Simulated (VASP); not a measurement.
Wanted: the native input for a VASP 6.6.1 run.

```
Task                   : relaxation of cell and atoms
Functional             : PBE
Potentials or basis    : VASP PAW PBE potentials, release 64 (K_sv, Zn, F)
Cutoff                 : 600 eV
k mesh                 : 4 × 4 × 4
Occupations            : gaussian, width 0.01 eV
Spin                   : no spin polarisation
Target pressure        : 20 GPa
Dipole correction      : no
Further INCAR settings : ALGO = Normal; EDIFF = 1e-06; IBRION = 2; EDIFFG = -0.03; NSW = 50; ISIF = 3
```

The structure of KZnF3 lies in POSCAR:

```
KZnF3
1.0
    4.0500000000      0.0000000000      0.0000000000
    0.0000000000      4.0500000000      0.0000000000
    0.0000000000      0.0000000000      4.0500000000
K Zn F
1 1 3
Direct
    0.0000000000      0.0000000000      0.0000000000
    0.5000000000      0.5000000000      0.5000000000
    0.5000000000      0.5000000000      0.0000000000
    0.0000000000      0.5000000000      0.5000000000
    0.5000000000      0.0000000000      0.5000000000
```

The input as run:

INCAR

```
SYSTEM = KZnF3
PREC = Accurate ; ENCUT = 600
EDIFF = 1E-6 ; ISMEAR = 0
SIGMA = 0.01 ; LREAL = .FALSE.
LASPH = .TRUE. ; NELM = 80
ALGO = Normal ; ISIF = 3
LWAVE = .FALSE. ; LCHARG = .FALSE.
GGA = PE ; IBRION = 2
NSW = 50 ; EDIFFG = -0.03
PSTRESS = 200.0
```

KPOINTS

```
Automatic mesh
0
G
  4 4 4
  0 0 0
```

Potentials or basis: VASP PAW PBE potentials, release 64 (K_sv, Zn, F).

Launch:

```sh
$ cat potpaw_PBE.64/K_sv/POTCAR potpaw_PBE.64/Zn/POTCAR potpaw_PBE.64/F/POTCAR > POTCAR
$ mpirun -np 1 vasp_std > vasp.out
```

It gave:

| Item | Value |
| --- | --- |
| Relaxed volume | 11.74 Å³/atom |
| Relaxed cell | a = 3.886 Å, b = 3.886 Å, c = 3.886 Å, α = 90.00°, β = 90.00°, γ = 90.00° |
| Space group after relaxing (to 0.1 Å) | Pm-3m (No. 221) |
| Energy change on relaxing (the run minimises the enthalpy) | +111.1 meV/atom |
| Ionic steps | 3 |
| Pressure after relaxing | 19.8 GPa |
| Band gap on the k mesh | 4.13 eV (least direct gap 6.76 eV) |

Caveat: the cell is relaxed towards a set pressure, so the run minimises the enthalpy, not the energy.

Run time: 25 s on 1 thread of AMD EPYC 9R45 96-Core Processor (Zen 5), on a shared host, peak memory 0.17 GiB.
